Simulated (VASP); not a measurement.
# AlN in VASP: further runs

The runs below take AlN through single point, with PBE, PBEsol.

Program: VASP 6.6.1. These are calculated values, not measurements. Logs are shortened: lines on timing, memory, paths and dates and some standing lists are left out, and cuts for length are marked.

### 1 The cell of the first run

The structure is hexagonal, space group P6_3/mmc (No. 194). The conventional cell has a = 3.370 Å, b = 3.370 Å, c = 4.261 Å, α = 90.00°, β = 90.00°, γ = 120.00°. Within 2.6 Å of Al (site symmetry -6m2) lie 5 N at 1.95 to 2.13 Å. Within 2.6 Å of N (site symmetry -6m2) lie 5 Al at 1.95 to 2.13 Å.

### 2 Single point, PBE (strained)

The input, INCAR:

```
PREC     = Accurate       # precision mode
ENCUT    = 520            # plane-wave cutoff, eV
EDIFF    = 1E-6           # SCF threshold, eV
ISMEAR   = 0              # smearing method
SIGMA    = 0.02           # smearing width, eV
LREAL    = F              # projectors in reciprocal space
LASPH    = T              # aspherical terms in the spheres
NELM     = 100            # most SCF steps
ALGO     = Normal         # electronic algorithm
ISIF     = 2              # what is computed and relaxed
LWAVE    = F              # write WAVECAR
LCHARG   = T              # write CHGCAR
GGA      = PE             # functional
LELF     = T              # ELF
LVHAR    = T            
NBANDS   = 16             # bands
```

The input, KPOINTS:

```
regular mesh
0
Gamma
  9 9 6
```

The input, POSCAR:

```
AlN
1.0
    3.3704421000      0.0000000000      0.0000000000
   -1.6852210500      2.9188884806      0.0000000000
    0.0000000000      0.0000000000      4.2613059844
Al N
2 2
Direct
    0.3333333300      0.6666666700      0.7500000000
    0.6666666700      0.3333333300      0.2500000000
    0.3333333300      0.6666666700      0.2500000000
    0.6666666700      0.3333333300      0.7500000000
```

Potentials or basis: VASP PAW PBE potentials, release 64 (Al, N).

Run with:

```bash
cat potpaw_PBE.64/Al/POTCAR potpaw_PBE.64/N/POTCAR > POTCAR
mpirun -np 1 vasp_std > vasp.out
```

OUTCAR:

```text
PREC = Accurate
   ENCUT = 520
   EDIFF = 1E-6
   ISMEAR = 0
   LREAL = F
   LASPH = T
   NELM = 100
   ISIF = 2
   GGA = PE

 ion  position               nearest neighbor table
   1  0.333  0.667  0.750-   4 1.95   4 1.95   4 1.95   3 2.13   3 2.13   2 2.89   2 2.89   2 2.89
                             2 2.89   2 2.89   2 2.89
   2  0.667  0.333  0.250-   3 1.95   3 1.95   3 1.95   4 2.13   4 2.13   1 2.89   1 2.89   1 2.89
                             1 2.89   1 2.89   1 2.89
   3  0.333  0.667  0.250-   2 1.95   2 1.95   2 1.95   1 2.13   1 2.13
   4  0.667  0.333  0.750-   1 1.95   1 1.95   1 1.95   2 2.13   2 2.13

  LATTYP: Found a hexagonal cell.
 ALAT       =     3.3704421000
 C/A-ratio  =     1.2643166261

  Lattice vectors:

 A1 = (   3.3704421000,   0.0000000000,   0.0000000000)
 A2 = (  -1.6852210500,   2.9188884806,   0.0000000000)
 A3 = (   0.0000000000,   0.0000000000,   4.2613059844)

Analysis of symmetry for initial positions (statically):
=====================================================================
 Subroutine PRICEL returns:
 Original cell was already a primitive cell.

 Routine SETGRP: Setting up the symmetry group for a
 hexagonal supercell.

 Subroutine GETGRP returns: Found 24 space group operations
 (whereof 12 operations were pure point group operations)
 out of a pool of 24 trial point group operations.

The static configuration has the point symmetry D_3d.
 The point group associated with its full space group is D_6h.

Analysis of symmetry for dynamics (positions and initial velocities):
=====================================================================
 Subroutine PRICEL returns:
 Original cell was already a primitive cell.

 Routine SETGRP: Setting up the symmetry group for a
 hexagonal supercell.

 Subroutine GETGRP returns: Found 24 space group operations
 (whereof 12 operations were pure point group operations)
 out of a pool of 24 trial point group operations.

The dynamic configuration has the point symmetry D_3d.
 The point group associated with its full space group is D_6h.

 Subroutine INISYM returns: Found 24 space group operations
 (whereof 12 operations are pure point group operations),
 and found     1 'primitive' translations

[... 98 lines left out ...]
   EDIFF  = 0.1E-05   stopping-criterion for ELM
   LREAL  =      F    real-space projection
   EDIFFG = 0.1E-04   stopping-criterion for IOM
   NSW    =      0    number of steps for IOM
   IBRION =     -1    ionic relax: 0-MD 1-quasi-New 2-CG
   NFREE  =      0    steps in history (QN), initial steepest desc. (CG)
   ISIF   =      2    stress and relaxation
   ISYM   =      2    0-nonsym 1-usesym 2-fastsym
   POTIM  = 0.5000    time-step for ionic-motion
   TEBEG  =    0.0;   TEEND  =   0.0 temperature during run
   PSTRESS=    0.0 pullay stress
   NELECT =      16.0000    total number of electrons
   NUPDOWN=      -1.0000    fix difference up-down
   EMIN   =  10.00;   EMAX   =-10.00  energy-range for DOS
   EFERMI =   0.00;   METHOD = LEGACY
   ISMEAR =     0;   SIGMA  =   0.02  broadening in eV -4-tet -1-fermi 0-gaus
   EFERMI_NEDOS =   21; number of points for ismear=-14 and -15
   IALGO  =     38    algorithm
   IMIX   =      4    mixing-type and parameters
     AMIX     =   0.40;   BMIX     =  1.00
     AMIX_MAG =   1.60;   BMIX_MAG =  1.00
  volume/ion in A,a.u.               =      10.48        70.73
  Fermi-wavevector in a.u.,A,eV,Ry     =   1.187497  2.244044 19.186238  1.410149
  Thomas-Fermi vector in A             =   2.323647
   LORBIT       =      0    0 simple, 1 ext, 2 COOP (PROOUT), +10 PAW based schemes
   GGA     = PE    functional components
   LHFCALC =     F    Hartree Fock is set to
   AEXX    =    0.0000 exact exchange contribution
   IVDW    =     0    specifies the selected vdW correction
   LEPSILON=     F    determine dielectric tensor
   LRPA    =     F    only Hartree local field effects (RPA)
 non-spin polarized calculation
 Gauss-broadening in eV      SIGMA  =   0.02
  energy-cutoff  :      520.00
  volume of cell :       41.92
 maximum number of plane-waves:      1148
 NGX is ok and might be reduce to    28
   NGX = 13   NGY = 13   NGZ = 15

 number of electron      15.9999997 magnetization

 Free energy of the ion-electron system (eV)
  ---------------------------------------------------
  ext. energy  EPLUGINS =         0.00000000
  ---------------------------------------------------
  free energy    TOTEN  =       -29.25178891 eV

  energy without entropy =      -29.25178891  energy(sigma->0) =      -29.25178891

 E-fermi :   7.5079     XC(G=0): -10.9316

 val. band max:        7.3716133649   @ k =   0.0000   0.0000   0.0000
 cond. band min:      10.2454271078   @ k =   0.0000   0.0000   0.0000
 fundamental gap:      2.8738137429
 Fermi energy:         7.5079129554

 k-point     1 :       0.0000    0.0000    0.0000
  band No.  band energies     occupation
      1      -9.0102      2.00000
      2      -5.6422      2.00000
      3       0.8271      2.00000
      4       4.2520      2.00000
      5       4.2520      2.00000
      6       5.8598      2.00000
[... 433 lines left out ...]
      3       1.1767      2.00000
      4       1.9831      2.00000
      5       1.9831      2.00000
      6       4.4965      2.00000
[... 8 lines left out ...]
     15      18.3509      0.00000
     16      19.8265      0.00000

 [... further k-points ...]

------------------------ aborting loop because EDIFF is reached ----------------------------------------

  FORCE on cell =-STRESS in cart. coord.  units (eV):
  Direction    XX          YY          ZZ          XY          YZ          ZX
  --------------------------------------------------------------------------------------
  -------------------------------------------------------------------------------------
  Total       -2.7330130     -2.7330130     -2.2085978      0.0000000      0.0000000      0.0000000
  in kB     -104.4492182   -104.4492182    -84.4073230      0.0000000      0.0000000      0.0000000
  external PRESSURE =     -97.7685865 kB  Pullay stress =       0.0000000 kB

 VOLUME and BASIS-vectors are now :
 -----------------------------------------------------------------------------
  energy-cutoff  :      520.00
  volume of cell :       41.92
      direct lattice vectors                 reciprocal lattice vectors
     3.370442100  0.000000000  0.000000000     0.296696982  0.171298083  0.000000000
    -1.685221050  2.918888481  0.000000000     0.000000000  0.342596165  0.000000000
     0.000000000  0.000000000  4.261305984     0.000000000  0.000000000  0.234669842

 POSITION                                       TOTAL-FORCE (eV/Angst)
 -----------------------------------------------------------------------------------
     -0.00000      1.94593      3.19598        -0.000000     -0.000000      0.000000
      1.68522      0.97296      1.06533         0.000000      0.000000      0.000000
     -0.00000      1.94593      1.06533        -0.000000     -0.000000      0.000000
      1.68522      0.97296      3.19598         0.000000      0.000000      0.000000
 -----------------------------------------------------------------------------------
    total drift:                               -0.000001      0.000001      0.000000

  FREE ENERGIE OF THE ION-ELECTRON SYSTEM (eV)
  ---------------------------------------------------
  free  energy   TOTEN  =       -29.2517889064 eV

  energy  without entropy=      -29.2517889064  energy(sigma->0) =      -29.25178891
```

stdout:

```text
POSCAR found type information on POSCAR AlN
 POSCAR found :  2 types and       4 ions
 scaLAPACK will be used
 LDA part: xc-table for (Slater+PW92), standard interpolation
 POSCAR, INCAR and KPOINTS ok, starting setup
 FFT: planning ... GRIDC
 FFT: planning ... GRID_SOFT
 FFT: planning ... GRID
 WAVECAR not read
 entering main loop
```

It took 56 s on 1 thread of Intel Xeon 8259CL, shared host; peak memory 0.17 GiB.

What came out:

| Quantity | Value |
| --- | --- |
| Free energy | -29.2518 eV |
| Pressure | -9.8 GPa |
| Band gap on the k mesh | 2.87 eV |

Caveat: the cell differs from its parent crystal (strained); the cell stands under tension.

### 3 Single point, PBEsol (strained)

The input, INCAR:

```
SYSTEM = AlN
PREC     = Accurate       ! precision mode
ENCUT    = 520            ! plane-wave cutoff, eV
EDIFF    = 1E-7           ! SCF threshold, eV
ISMEAR   = 0              ! smearing method
SIGMA    = 0.02           ! smearing width, eV
LREAL    = .FALSE.        ! projectors in reciprocal space
LASPH    = .TRUE.         ! aspherical terms in the spheres
NELM     = 100            ! most SCF steps
ALGO     = Normal         ! electronic algorithm
ISIF     = 2              ! what is computed and relaxed
LWAVE    = .FALSE.        ! write WAVECAR
LCHARG   = .TRUE.         ! write CHGCAR
GGA      = PS             ! functional
LELF     = .TRUE.         ! ELF
LVHAR    = .TRUE.       
NBANDS   = 16             ! bands
```

The input, KPOINTS:

```
Automatic mesh
0
G
  9 9 6
  0 0 0
```

The input, POSCAR:

```
AlN
1.0
    3.4857699701      0.0000000000      0.0000000000
   -1.7428849851      3.0187653459      0.0000000000
    0.0000000000      0.0000000000      4.1558631481
Al N
2 2
Direct
    0.3333333300      0.6666666700      0.7500000000
    0.6666666700      0.3333333300      0.2500000000
    0.3333333300      0.6666666700      0.2500000000
    0.6666666700      0.3333333300      0.7500000000
```

Potentials or basis: VASP PAW PBE potentials, release 64 (Al, N).

Run with:

```bash
cat potpaw_PBE.64/Al/POTCAR potpaw_PBE.64/N/POTCAR > POTCAR
mpirun -np 1 vasp_std > vasp.out
```

Wall time 57 s (1 thread of Intel Xeon 8259CL, shared host); peak memory 0.17 GiB.

The run converged. Its results:

```yaml
Free_energy: -30.5879 eV
Pressure: -19.6 GPa
Band_gap_on_the_k_mesh: 2.71 eV
```

Stress tensor (GPa, compression positive):
```
-22.24   0.00   0.00
  0.00 -22.24   0.00
  0.00   0.00 -14.43
```

Levels at points of the mesh, in eV from the valence-band top:
```csv
k point,band 4,band 5,band 6,band 7,band 8,band 9,band 10,band 11,band 12,band 13
"(0.00, 0.00, 0.00)",-2.92,-2.92,-1.06,-1.06,0.00,2.71,3.69,7.64,7.64,10.70
"(0.00, 0.00, 0.50)",-3.44,-2.03,-2.03,-2.03,-2.03,5.26,5.26,7.78,7.78,7.78
```

Caveat: the cell differs from its parent crystal (strained); the cell stands under tension; the PAW data sets were made with another functional, which shifts forces and pressure a little.

### 4 Single point, PBEsol (strained and its atoms moved)

The input, INCAR:

```
PREC     = Accurate       # precision mode
ENCUT    = 520            # plane-wave cutoff, eV
EDIFF    = 1E-7           # SCF threshold, eV
ISMEAR   = 0              # smearing method
SIGMA    = 0.02           # smearing width, eV
LREAL    = F              # projectors in reciprocal space
LASPH    = T              # aspherical terms in the spheres
NELM     = 80             # most SCF steps
ALGO     = Normal         # electronic algorithm
ISIF     = 2              # what is computed and relaxed
LWAVE    = F              # write WAVECAR
LCHARG   = T              # write CHGCAR
GGA      = PS             # functional
LELF     = T              # ELF
LVHAR    = T            
NBANDS   = 16             # bands
```

The input, KPOINTS:

```
regular mesh
0
Gamma
  9 9 6
```

The input, POSCAR:

```
AlN
1.0
    3.4163811454      0.0000000000      0.0000000000
   -1.7081905727      2.9980556685      0.0075725136
    0.0000000000      0.0110551663      4.3875191332
Al N
2 2
Direct
    0.3363768580      0.6727537261      0.7420664203
    0.6578634762      0.3157269424      0.2597042323
    0.3357356648      0.6714713396      0.2338226963
    0.6700240010      0.3400479920      0.7644066511
```

Run with:

```bash
cat potpaw_PBE.64/Al/POTCAR potpaw_PBE.64/N/POTCAR > POTCAR
mpirun -np 1 vasp_std > vasp.out
```

Run time: 2.1 min. Hardware: 1 thread of Intel Xeon 8259CL, shared host; peak memory 0.23 GiB.

The run converged. Its results:

| Quantity | Value |
| --- | --- |
| Free energy | -30.3513 eV |
| Pressure | -22.1 GPa |
| Largest force | 1.302 eV/Å |
| Band gap on the k mesh | 2.26 eV |

Forces on the atoms (eV/Å):
```
Al   0.000 -0.029  0.741
Al   0.000  0.779 -0.724
N    0.000 -0.484  1.209
N    0.000 -0.266 -1.226
```

Stress tensor (GPa, compression positive):
```
-22.49   0.00   0.00
  0.00 -23.21  -0.78
  0.00  -0.78 -20.69
```

Levels at points of the mesh, in eV from the valence-band top:
```
           k point  band 5  band 6  band 7  band 8  band 9  band 10  band 11  band 12
(0.00, 0.00, 0.00)   -2.78   -1.46   -1.27    0.00    2.26     3.52     7.57     7.61
(0.00, 0.00, 0.50)   -2.38   -2.18   -2.12   -1.93    4.82     4.84     7.70     7.78
```

Caveat: the cell differs from its parent crystal (strained and its atoms moved); the cell stands under tension; the PAW data sets were made with another functional, which shifts forces and pressure a little.

### 5 Overview

```tsv
level	cell	gap on the mesh (eV)	pressure (GPa)
PBE	a = 3.370, b = 3.370, c = 4.261 Å, angles 90.0, 90.0, 120.0°, 4 atoms, strained	2.87	-9.8
PBEsol	a = 3.486, b = 3.486, c = 4.156 Å, angles 90.0, 90.0, 120.0°, 4 atoms, strained	2.71	-19.6
PBEsol	a = 3.416, b = 3.451, c = 4.388 Å, angles 89.7, 90.0, 119.7°, 4 atoms, strained and its atoms moved	2.26	-22.1
```

Alike in all rows: task single point; potentials or basis VASP PAW PBE potentials, release 64 (Al, N); no spin polarisation; k mesh 9 × 9 × 6; cutoff (eV) 520; smearing gaussian 0.02 eV.

Caveats: the cell stands under tension; the PAW data sets were made with another functional, which shifts forces and pressure a little (at least some runs).

Total energies depend on the potentials used, so only differences within one code and one set of settings carry meaning.
